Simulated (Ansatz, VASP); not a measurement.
**Ge3F2: VASP beside Ansatz**

Contents of INCAR:

```
PREC = Accurate
ENCUT = 520
EDIFF = 1E-6
ISMEAR = 0
SIGMA = 0.1
LREAL = False
LASPH = True
NELM = 80
ALGO = Normal
ISIF = 2
LWAVE = False
LCHARG = False
GGA = PE
NBANDS = 36
```

File KPOINTS:

```
regular mesh
0
Gamma
  6 6 6
```

The input POSCAR:

```
Ge3F2
1.0
    1.6753112363      0.9672413933      7.7659173914
   -1.6753112363      0.9672413933      7.7659173914
    0.0000000000     -1.9344827865      7.7659173914
Ge F
3 2
Direct
    0.0000000000      0.0000000000      0.0000000000
    0.2095000000      0.2095000000      0.2095000000
    0.7905000000      0.7905000000      0.7905000000
    0.4000000000      0.4000000000      0.4000000000
    0.6000000000      0.6000000000      0.6000000000
```

Input for Ansatz:

```yaml
crystal:
  lattice:
    - [1.6753112363, 0.9672413933, 7.7659173914]
    - [-1.6753112363, 0.9672413933, 7.7659173914]
    - [0.0, -1.9344827865, 7.7659173914]
  atoms:
    - { symbol: Ge, position: [0.0, 0.0, 0.0] }
    - { symbol: Ge, position: [0.2095, 0.2095, 0.2095] }
    - { symbol: Ge, position: [0.7905, 0.7905, 0.7905] }
    - { symbol: F, position: [0.4, 0.4, 0.4] }
    - { symbol: F, position: [0.6, 0.6, 0.6] }
basis:
  ecutwfc: 420
kpoints:
  mp_grid: { grid: [6, 6, 6] }
hamiltonian:
  xc: pbe
scf:
  occupations: { method: gaussian, width: 0.1 }
  lower_state_search: "off"
output:
  forces: true
  stress: true
  eigenvalues: true
```

Alike in both runs: task single point; functional PBE; k mesh 6 × 6 × 6; occupations gaussian, width 0.1 eV; no spin polarisation.

|  | VASP | Ansatz |
| --- | --- | --- |
| version | VASP 6.6.1 | Ansatz 0.2.0 |
| potentials or method | VASP PAW PBE potentials, release 64 (Ge_d, F), cutoff 520 eV | scalar-relativistic, plane waves, PAW |
| valence electrons in the cell | 56 | 56 |

```csv
,VASP,Ansatz,Ansatz less VASP
gap on the k mesh at the Fermi level (eV),none,none,-
pressure (GPa),13.1,13.2,+0.07
"traceless stress, the component that is largest in VASP (GPa)",3.99,4.00,+0.002
rms of the force components (eV/Å),0.609,0.606,-0.0036
```

Atom by atom the forces differ by 0.004 eV/Å (rms over components). A gap of «none» marks a metal or a gap that the smearing closes. With one functional, cell and mesh, what is left measures potentials, basis and numerics.

The k mesh is coarse, so the values compare programs but aren't converged.
